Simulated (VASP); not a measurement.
BN: single point with PBE

Crystal: BN.

```
B N
1.0
     2.49134    0.01383    0.00000
    -1.23369    2.15065    0.00000
     0.00000    0.00000    4.00106
B N
2 2
Direct
  0.00000 0.00000 0.00000
  0.00000 0.00000 0.50000
  0.33008 0.66669 0.25000
  0.66992 0.33331 0.75000
```

This cell differs from its parent crystal: shear xy strain +1.1%.

```json
{
 "Program": "VASP 6.6.1",
 "Task": "single point",
 "Functional": "PBE",
 "Potentials or basis": "VASP PAW PBE potentials, release 64 (B, N)",
 "Cutoff": "520 eV",
 "k mesh": "12 × 12 × 6",
 "Occupations": "fermi-dirac, width 0.02 eV",
 "Spin": "no spin polarisation",
 "Dipole correction": "no",
 "Further INCAR settings": "ALGO = Normal; EDIFF = 1e-06; NBANDS = 16"
}
```

```json
{
  "Pressure": "4.6 GPa",
  "Largest force": "0.010 eV/Å",
  "Band gap on the k mesh": "1.57 eV, indirect (least direct gap 5.14 eV)"
}
```

Forces in eV/Å, atoms in the order of the input:
```
B    0.000  0.000  0.000
B    0.000  0.000  0.000
N    0.010  0.000  0.000
N   -0.010  0.000  0.000
```

Stress tensor (GPa, compression positive):
```
 3.88 -1.52  0.00
-1.52  3.97  0.00
 0.00  0.00  5.98
```

Levels at points of the mesh, in eV from the valence-band top:
```
           k point  band 6  band 7  band 8  band 9  band 10  band 11
(0.00, 0.00, 0.00)   -0.76   -0.63   -0.21    5.77     8.15     8.29
(0.50, 0.00, 0.00)   -5.62   -4.53   -0.54    5.49     5.77     6.14
(0.00, 0.50, 0.00)   -5.72   -4.36   -0.60    5.37     5.56     6.01
(0.50, 0.50, 0.00)   -5.82   -4.19   -0.67    5.25     5.34     5.88
(0.00, 0.00, 0.50)   -0.97   -0.97   -0.97    7.00     7.00     7.66
(0.50, 0.00, 0.50)   -3.82   -3.24   -3.24    4.72     4.72     7.67
(0.00, 0.50, 0.50)   -3.92   -3.27   -3.27    4.76     4.76     7.57
(0.50, 0.50, 0.50)   -4.01   -3.33   -3.33    4.81     4.81     7.50
```

Wall time 36 s on 1 thread of Intel(R) Xeon(R) 6975P-C (Granite Rapids) (shared host), peak memory 0.19 GiB.

Caveat: the cell differs from its parent crystal (shear xy strain +1.1%). A k mesh can miss the band edges.
